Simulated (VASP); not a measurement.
Write the native input for VASP 6.6.1 that does the following.

```
Task                   : single point
Functional             : PBE
Potentials or basis    : VASP PAW PBE potentials, release 64 (Be, Ga_d)
Cutoff                 : 600 eV
k mesh                 : 2 × 2 × 2
Occupations            : gaussian, width 0.1 eV
Spin                   : no spin polarisation
Dipole correction      : no
Further INCAR settings : ALGO = Normal; EDIFF = 1e-06; NBANDS = 28
```

The structure of BeGa3 lies in POSCAR:

```
BeGa3
1.0
   -2.0436200000      2.0436200000      3.7906850000
    2.0436200000     -2.0436200000      3.7906850000
    2.0436200000      2.0436200000     -3.7906850000
Be Ga
1 3
Direct
    0.0000000000      0.0000000000      0.0000000000
    0.7500000000      0.2500000000      0.5000000000
    0.2500000000      0.7500000000      0.5000000000
    0.5000000000      0.5000000000      0.0000000000
```

The input as run:

INCAR

```
  PREC = Accurate
  ENCUT = 600
  EDIFF = 1E-6
  ISMEAR = 0
  SIGMA = 0.1
  LREAL = False
  LASPH = True
  NELM = 120
  ALGO = Normal
  ISIF = 2
  LWAVE = False
  LCHARG = False
  GGA = PE
  NBANDS = 28
  GGA_COMPAT = False
```

KPOINTS

```
regular mesh
0
Gamma
  2 2 2
```

Potentials or basis: VASP PAW PBE potentials, release 64 (Be, Ga_d).

The run is started by

```bash
$ cat potpaw_PBE.64/Be/POTCAR potpaw_PBE.64/Ga_d/POTCAR > POTCAR
$ mpirun -np 1 vasp_std > vasp.out
```

Results of the run:

* Pressure: 3.5 GPa
* Band gap on the k mesh: zero (an odd number of electrons rules out a gap without spin polarisation)

Caveat: the k points lie up to 0.87 Å⁻¹ apart, too coarse for converged energies and pressures of a metal.

Run time: 32 s on 1 thread of AMD EPYC 7R13 (shared host), peak memory 0.23 GiB.
